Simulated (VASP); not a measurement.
# Ca3H (Fm-3m) in VASP: a series of runs

Ca3H is run at these levels: PBE; tasks: single point, relaxation of cell and atoms.

Everything below comes from runs of VASP 6.6.1. Logs are shortened: lines on timing, memory, paths and dates and some standing lists are left out, and cuts for length are marked.

## (1) The cell of the first run

The structure is cubic, space group Fm-3m (No. 225). The conventional cell has a = 8.242 Å, b = 8.242 Å, c = 8.242 Å, α = 90.00°, β = 90.00°, γ = 90.00°. Within 4.7 Å of Ca (site symmetry m-3m) lie 8 Ca at 3.57 Å and 6 H at 4.12 Å. Ca (site symmetry -43m) has 10 Ca at 3.57 to 4.12 Å and 4 H at 3.57 Å within 4.7 Å. H (site symmetry m-3m) has 14 Ca at 3.57 to 4.12 Å within 4.7 Å.

The cell was generated, and may not be a known phase.

## (2) Single point, PBE

Input file INCAR:

```
PREC = Accurate
ENCUT = 520
EDIFF = 1E-6
ISMEAR = 0
SIGMA = 0.1
LREAL = F
LASPH = T
NELM = 100
ALGO = Normal
ISIF = 2
LWAVE = F
LCHARG = F
GGA = PE
NBANDS = 24
```

Input file KPOINTS:

```
Automatic mesh
0
Gamma
  4 4 4
```

Input file POSCAR:

```
Ca3H
1.0
    0.0000000000      4.1209225133      4.1209225133
    4.1209225133      0.0000000000      4.1209225133
    4.1209225133      4.1209225133      0.0000000000
Ca H
3 1
Direct
    0.5000000000      0.5000000000      0.5000000000
    0.2500000000      0.2500000000      0.2500000000
    0.7500000000      0.7500000000      0.7500000000
    0.0000000000      0.0000000000      0.0000000000
```

Potentials or basis: VASP PAW PBE potentials, release 64 (Ca_sv, H).

Run with:

```
cat potpaw_PBE.64/Ca_sv/POTCAR potpaw_PBE.64/H/POTCAR > POTCAR
mpirun -np 1 vasp_std > vasp.out
```

OUTCAR:

```text
PREC = Accurate
   ENCUT = 520
   EDIFF = 1E-6
   ISMEAR = 0
   LREAL = F
   LASPH = T
   NELM = 100
   ISIF = 2
   GGA = PE

 ion  position               nearest neighbor table
   1  0.500  0.500  0.500-
   2  0.250  0.250  0.250-
   3  0.750  0.750  0.750-
   4  0.000  0.000  0.000-

  LATTYP: Found a face centered cubic cell.
 ALAT       =     8.2418450266

  Lattice vectors:

 A1 = (   0.0000000000,   4.1209225133,   4.1209225133)
 A2 = (   4.1209225133,   0.0000000000,   4.1209225133)
 A3 = (   4.1209225133,   4.1209225133,   0.0000000000)

Analysis of symmetry for initial positions (statically):
=====================================================================
 Subroutine PRICEL returns:
 Original cell was already a primitive cell.

 Routine SETGRP: Setting up the symmetry group for a
 face centered cubic supercell.

 Subroutine GETGRP returns: Found 48 space group operations
 (whereof 48 operations were pure point group operations)
 out of a pool of 48 trial point group operations.

The static configuration has the point symmetry O_h .

Analysis of symmetry for dynamics (positions and initial velocities):
=====================================================================
 Subroutine PRICEL returns:
 Original cell was already a primitive cell.

 Routine SETGRP: Setting up the symmetry group for a
 face centered cubic supercell.

 Subroutine GETGRP returns: Found 48 space group operations
 (whereof 48 operations were pure point group operations)
 out of a pool of 48 trial point group operations.

The dynamic configuration has the point symmetry O_h .

 Subroutine INISYM returns: Found 48 space group operations
 (whereof 48 operations are pure point group operations),
 and found     1 'primitive' translations

----------------------------------------------------------------------------------------

                                     Primitive cell

  volume of cell :     139.9630

  direct lattice vectors                    reciprocal lattice vectors
     0.000000000  4.120922513  4.120922513    -0.121332056  0.121332056  0.121332056
     4.120922513  0.000000000  4.120922513     0.121332056 -0.121332056  0.121332056
     4.120922513  4.120922513  0.000000000     0.121332056  0.121332056 -0.121332056

  length of vectors
     5.827864508  5.827864508  5.827864508     0.210153285  0.210153285  0.210153285

  position of ions in fractional coordinates (direct lattice)
     0.500000000  0.500000000  0.500000000
     0.250000000  0.250000000  0.250000000
     0.750000000  0.750000000  0.750000000
     0.000000000  0.000000000  0.000000000

  ion indices of the primitive-cell ions
   primitive index   ion index
                 1           1
                 2           2
                 3           3
                 4           4

----------------------------------------------------------------------------------------

 KPOINTS: Automatic mesh

Automatic generation of k-mesh.
 Grid dimensions read from file:
 generate k-points for:    4    4    4

 Generating k-lattice:

  Cartesian coordinates                     Fractional coordinates (reciprocal lattice)
    -0.030333014  0.030333014  0.030333014     0.250000000  0.000000000  0.000000000
     0.030333014 -0.030333014  0.030333014     0.000000000  0.250000000  0.000000000
     0.030333014  0.030333014 -0.030333014     0.000000000  0.000000000  0.250000000

  Length of vectors
     0.052538321  0.052538321  0.052538321

  Shift w.r.t. Gamma in fractional coordinates (k-lattice)
     0.000000000  0.000000000  0.000000000

 Subroutine IBZKPT returns following result:
 ===========================================

 Found      8 irreducible k-points:

 Following reciprocal coordinates:
            Coordinates               Weight
  0.000000  0.000000  0.000000      1.000000
  0.250000  0.000000  0.000000      8.000000
  0.500000  0.000000  0.000000      4.000000
  0.250000  0.250000  0.000000      6.000000
  0.500000  0.250000  0.000000     24.000000
 -0.250000  0.250000  0.000000     12.000000
  0.500000  0.500000  0.000000      3.000000
 -0.250000  0.500000  0.250000      6.000000
   k-points           NKPTS =      8   k-points in BZ     NKDIM =      8   number of bands    NBANDS=     24
   number of dos      NEDOS =    301   number of ions     NIONS =      4
   total plane-waves  NPLWV = 110592
   dimension x,y,z NGX =    48 NGY =   48 NGZ =   48
   dimension x,y,z NGXF=    96 NGYF=   96 NGZF=   96
   ions per type =               3   1
   NGX,Y,Z   is equivalent  to a cutoff of  13.69, 13.69, 13.69 a.u.
   NGXF,Y,Z  is equivalent  to a cutoff of  27.39, 27.39, 27.39 a.u.
 SYSTEM =  unknown system
   PREC   = accura    normal or accurate (medium, high low for compatibility)
   ISTART =      0    job   : 0-new  1-cont  2-samecut
   ICHARG =      2    charge: 1-file 2-atom 10-const
   ISPIN  =      1    spin polarized calculation?
   LNONCOLLINEAR =      F non collinear calculations
   LSORBIT =      F    spin-orbit coupling
   LASPH  =      T    aspherical Exc in radial PAW
   ENCUT  =  520.0 eV  38.22 Ry    6.18 a.u.  10.84 10.84 10.84*2*pi/ulx,y,z
   NELM   =    100;   NELMIN=  2; NELMDL= -5     # of ELM steps
   EDIFF  = 0.1E-05   stopping-criterion for ELM
   LREAL  =      F    real-space projection
   EDIFFG = 0.1E-04   stopping-criterion for IOM
   NSW    =      0    number of steps for IOM
   IBRION =     -1    ionic relax: 0-MD 1-quasi-New 2-CG
   NFREE  =      0    steps in history (QN), initial steepest desc. (CG)
   ISIF   =      2    stress and relaxation
   ISYM   =      2    0-nonsym 1-usesym 2-fastsym
   POTIM  = 0.5000    time-step for ionic-motion
   TEBEG  =    0.0;   TEEND  =   0.0 temperature during run
   PSTRESS=    0.0 pullay stress
   NELECT =      31.0000    total number of electrons
   NUPDOWN=      -1.0000    fix difference up-down
   EMIN   =  10.00;   EMAX   =-10.00  energy-range for DOS
   EFERMI =   0.00;   METHOD = LEGACY
   ISMEAR =     0;   SIGMA  =   0.10  broadening in eV -4-tet -1-fermi 0-gaus
   EFERMI_NEDOS =   21; number of points for ismear=-14 and -15
   IALGO  =     38    algorithm
   IMIX   =      4    mixing-type and parameters
     AMIX     =   0.40;   BMIX     =  1.00
     AMIX_MAG =   1.60;   BMIX_MAG =  1.00
  volume/ion in A,a.u.               =      34.99       236.13
  Fermi-wavevector in a.u.,A,eV,Ry     =   0.990507  1.871787 13.348736  0.981104
  Thomas-Fermi vector in A             =   2.122182
   LORBIT       =      0    0 simple, 1 ext, 2 COOP (PROOUT), +10 PAW based schemes
   GGA     = PE    functional components
   LHFCALC =     F    Hartree Fock is set to
   AEXX    =    0.0000 exact exchange contribution
   IVDW    =     0    specifies the selected vdW correction
   LEPSILON=     F    determine dielectric tensor
   LRPA    =     F    only Hartree local field effects (RPA)
 non-spin polarized calculation
 Gauss-broadening in eV      SIGMA  =   0.10
  energy-cutoff  :      520.00
  volume of cell :      139.96
 maximum number of plane-waves:      3812
 NGX is ok and might be reduce to    48
   NGX = 21   NGY = 21   NGZ = 21

 number of electron      31.0000000 magnetization

 Free energy of the ion-electron system (eV)
  ---------------------------------------------------
  ext. energy  EPLUGINS =         0.00000000
  ---------------------------------------------------
  free energy    TOTEN  =        -6.89384382 eV

  energy without entropy =       -6.87792960  energy(sigma->0) =       -6.88588671

 E-fermi :   1.7594     XC(G=0):  -7.5452

 val. band max:        1.7418327820   @ k =  -0.2500   0.2500   0.0000
 cond. band min:       1.9031620116   @ k =   0.5000   0.0000   0.0000
 fundamental gap:      0.1613292296
 Fermi energy:         1.7594303774

 k-point     1 :       0.0000    0.0000    0.0000
  band No.  band energies     occupation
      1     -40.6527      2.00000
      2     -40.6410      2.00000
      3     -40.5626      2.00000
      4     -21.6681      2.00000
      5     -21.6681      2.00000
      6     -21.6681      2.00000
[... 16 lines left out ...]
     23       4.8822      0.00000
     24       4.8852      0.00000

 k-point     2 :       0.2500    0.0000    0.0000
  band No.  band energies     occupation
      1     -40.6499      2.00000
      2     -40.6420      2.00000
      3     -40.5645      2.00000
      4     -21.6834      2.00000
      5     -21.6830      2.00000
      6     -21.6830      2.00000
[... 16 lines left out ...]
     23       4.4020      0.00000
     24       4.4090      0.00000

 k-point     3 :       0.5000    0.0000    0.0000
  band No.  band energies     occupation
      1     -40.6457      2.00000
      2     -40.6443      2.00000
      3     -40.5664      2.00000
      4     -21.6920      2.00000
      5     -21.6920      2.00000
      6     -21.6744      2.00000
[... 16 lines left out ...]
     23       3.8760      0.00000
     24       3.8760      0.00000

 k-point     4 :       0.2500    0.2500    0.0000
  band No.  band energies     occupation
      1     -40.6491      2.00000
      2     -40.6421      2.00000
      3     -40.5651      2.00000
      4     -21.7001      2.00000
      5     -21.7001      2.00000
      6     -21.6652      2.00000
[... 16 lines left out ...]
     23       4.3218      0.00000
     24       4.3218      0.00000

 k-point     5 :       0.5000    0.2500    0.0000
  band No.  band energies     occupation
      1     -40.6457      2.00000
      2     -40.6436      2.00000
      3     -40.5671      2.00000
      4     -21.7070      2.00000
      5     -21.7031      2.00000
      6     -21.6683      2.00000
[... 16 lines left out ...]
     23       3.6587      0.00000
     24       3.9344      0.00000

 k-point     6 :      -0.2500    0.2500    0.0000
  band No.  band energies     occupation
      1     -40.6467      2.00000
      2     -40.6432      2.00000
      3     -40.5664      2.00000
      4     -21.6950      2.00000
      5     -21.6932      2.00000
      6     -21.6836      2.00000
[... 16 lines left out ...]
     23       3.8158      0.00000
     24       4.0200      0.00000

 k-point     7 :       0.5000    0.5000    0.0000
  band No.  band energies     occupation
      1     -40.6453      2.00000
      2     -40.6432      2.00000
      3     -40.5678      2.00000
      4     -21.7184      2.00000
      5     -21.7184      2.00000
      6     -21.6602      2.00000
[... 16 lines left out ...]
     23       3.8327      0.00000
     24       3.9367      0.00000

 k-point     8 :      -0.2500    0.5000    0.2500
  band No.  band energies     occupation
      1     -40.6443      2.00000
      2     -40.6443      2.00000
      3     -40.5678      2.00000
      4     -21.7198      2.00000
      5     -21.6794      2.00000
      6     -21.6794      2.00000
[... 16 lines left out ...]
     23       3.6358      0.00000
     24       3.6358      0.00000

------------------------ aborting loop because EDIFF is reached ----------------------------------------

  FORCE on cell =-STRESS in cart. coord.  units (eV):
  Direction    XX          YY          ZZ          XY          YZ          ZX
  --------------------------------------------------------------------------------------
  -------------------------------------------------------------------------------------
  Total        0.1723031      0.1723031      0.1723031     -0.0000000     -0.0000000      0.0000000
  in kB        1.9723787      1.9723787      1.9723787     -0.0000000     -0.0000000      0.0000000
  external PRESSURE =       1.9723787 kB  Pullay stress =       0.0000000 kB

 VOLUME and BASIS-vectors are now :
 -----------------------------------------------------------------------------
  energy-cutoff  :      520.00
  volume of cell :      139.96
      direct lattice vectors                 reciprocal lattice vectors
     0.000000000  4.120922513  4.120922513    -0.121332056  0.121332056  0.121332056
     4.120922513  0.000000000  4.120922513     0.121332056 -0.121332056  0.121332056
     4.120922513  4.120922513  0.000000000     0.121332056  0.121332056 -0.121332056

 POSITION                                       TOTAL-FORCE (eV/Angst)
 -----------------------------------------------------------------------------------
      4.12092      4.12092      4.12092        -0.000000     -0.000000     -0.000000
      2.06046      2.06046      2.06046         0.000000      0.000000      0.000000
      6.18138      6.18138      6.18138         0.000000     -0.000000     -0.000000
      0.00000      0.00000      0.00000        -0.000000     -0.000000     -0.000000
 -----------------------------------------------------------------------------------
    total drift:                               -0.000000     -0.000000     -0.000000

  FREE ENERGIE OF THE ION-ELECTRON SYSTEM (eV)
  ---------------------------------------------------
  free  energy   TOTEN  =        -6.8938438242 eV

  energy  without entropy=       -6.8779296005  energy(sigma->0) =       -6.88588671
```

It took 41 s on 1 thread of AMD EPYC 9R14 (Zen 4), shared host; peak memory 0.28 GiB.

Results:

```yaml
Free_energy: -6.8938 eV
Pressure: 0.2 GPa
Band_gap_on_the_k_mesh: zero (an odd number of electrons rules out a gap without spin polarisation)
```

## (3) Single point, PBE

This run uses another cell than the first one, of 35.65 Å³/atom.

Input file INCAR:

```
PREC     = Accurate       # precision mode
ENCUT    = 520            # plane-wave cutoff, eV
EDIFF    = 1E-6           # SCF threshold, eV
ISMEAR   = 0              # smearing method
SIGMA    = 0.1            # smearing width, eV
LREAL    = False          # projectors in reciprocal space
LASPH    = True           # aspherical terms in the spheres
NELM     = 100            # most SCF steps
ALGO     = Normal         # electronic algorithm
ISIF     = 2              # what is computed and relaxed
LWAVE    = False          # write WAVECAR
LCHARG   = True           # write CHGCAR
GGA      = PE             # functional
LELF     = True           # ELF
LVHAR    = True         
NBANDS   = 24             # bands
```

Input file KPOINTS:

```
regular mesh
0
Gamma
  10 10 10
```

Input file POSCAR:

```
Ca3H
1.0
    0.0000000000      4.1467702510      4.1467702510
    4.1467702510      0.0000000000      4.1467702510
    4.1467702510      4.1467702510      0.0000000000
Ca H
3 1
Direct
    0.5000000000      0.5000000000      0.5000000000
    0.2500000000      0.2500000000      0.2500000000
    0.7500000000      0.7500000000      0.7500000000
    0.0000000000      0.0000000000      0.0000000000
```

Potentials or basis: VASP PAW PBE potentials, release 64 (Ca_sv, H).

Run with:

```
cat potpaw_PBE.64/Ca_sv/POTCAR potpaw_PBE.64/H/POTCAR > POTCAR
mpirun -np 1 vasp_std > vasp.out
```

Run time: 3.8 min. Hardware: 1 thread of AMD EPYC 9R14 (Zen 4), shared host; peak memory 0.35 GiB.

The run converged. Its results:

| Quantity | Value |
| --- | --- |
| Free energy | -6.9311 eV |
| Pressure | 0.0 GPa |
| Band gap on the k mesh | zero (an odd number of electrons rules out a gap without spin polarisation) |

Levels at points of the mesh, in eV from the Fermi level:
```tsv
k point	band 14	band 15	band 16	band 17	band 18	band 19
(0.00, 0.00, 0.00)	-0.31	0.30	0.30	0.52	0.52	0.52
(0.50, 0.00, 0.00)	-2.41	0.26	0.33	0.33	0.65	0.73
(0.50, 0.50, 0.00)	-1.78	-1.19	-0.56	0.54	0.54	1.23
```

## (4) Relaxation of cell and atoms, PBE

Input file INCAR:

```
ALGO     = Normal         # electronic algorithm
EDIFF    = 1E-6           # SCF threshold, eV
EDIFFG   = -0.01          # ionic threshold
ENCUT    = 600            # plane-wave cutoff, eV
GGA      = PE             # functional
IBRION   = 2              # ionic algorithm
ISIF     = 3              # what is computed and relaxed
ISMEAR   = 0              # smearing method
LASPH    = T              # aspherical terms in the spheres
LCHARG   = F              # write CHGCAR
LREAL    = F              # projectors in reciprocal space
LWAVE    = F              # write WAVECAR
NELM     = 80             # most SCF steps
NSW      = 100            # ionic steps
PREC     = Accurate       # precision mode
SIGMA    = 0.1            # smearing width, eV
```

Input file KPOINTS:

```
k-points
0
Gamma
  10 10 10
```

Input file POSCAR:

```
Ca3H
1.0
    0.0000000000      4.1209225133      4.1209225133
    4.1209225133      0.0000000000      4.1209225133
    4.1209225133      4.1209225133      0.0000000000
Ca H
3 1
Direct
    0.5000000000      0.5000000000      0.5000000000
    0.2500000000      0.2500000000      0.2500000000
    0.7500000000      0.7500000000      0.7500000000
    0.0000000000      0.0000000000      0.0000000000
```

Run with:

```
cat potpaw_PBE.64/Ca_sv/POTCAR potpaw_PBE.64/H/POTCAR > POTCAR
mpirun -np 1 vasp_std > vasp.out
```

It took 6.4 min on 1 thread of AMD EPYC 9R14 (Zen 4), shared host; peak memory 0.39 GiB.

The run converged. Its results:

```yaml
Free_energy: -6.9310 eV
Relaxed_volume: 35.70 Å³/atom
Relaxed_cell: a = 5.867 Å, b = 5.867 Å, c = 5.867 Å, α = 60.00°, β = 60.00°, γ = 60.00°
Space_group_after_relaxing_to_0.1_Å: Fm-3m (No. 225)
Energy_gained_by_relaxing: 0.7 meV/atom
Ionic_steps: 3
Pressure_after_relaxing: 0.0 GPa
Band_gap_on_the_k_mesh: zero (an odd number of electrons rules out a gap without spin polarisation)
```

The path:
| step | energy change (eV) | largest force (eV/Å) | pressure (GPa) | volume (Å³) |
| --- | --- | --- | --- | --- |
| 1 | 0.0000 | 0.0000 | 0.30 | 139.96 |
| 2 | -0.0019 | 0.0000 | 0.16 | 141.28 |
| 3 | -0.0026 | 0.0000 | 0.00 | 142.82 |

Final structure:
```yaml
crystal:
  lattice:
    - [0.00000, 4.14877, 4.14877]
    - [4.14877, 0.00000, 4.14877]
    - [4.14877, 4.14877, 0.00000]
  atoms:
    - { symbol: Ca, position: [0.50000, 0.50000, 0.50000] }
    - { symbol: Ca, position: [0.25000, 0.25000, 0.25000] }
    - { symbol: Ca, position: [0.75000, 0.75000, 0.75000] }
    - { symbol: H, position: [0.00000, 0.00000, 0.00000] }
```

Levels at points of the mesh, in eV from the Fermi level:
| k point | band 14 | band 15 | band 16 | band 17 | band 18 | band 19 |
| --- | --- | --- | --- | --- | --- | --- |
| (0.00, 0.00, 0.00) | -0.31 | 0.30 | 0.30 | 0.52 | 0.52 | 0.52 |
| (0.50, 0.00, 0.00) | -2.41 | 0.26 | 0.33 | 0.33 | 0.64 | 0.73 |
| (0.50, 0.50, 0.00) | -1.77 | -1.19 | -0.56 | 0.54 | 0.54 | 1.23 |

[end of part 1 of 2]

The gap in the log of VASP goes by the Fermi energy; the results here count the filled bands.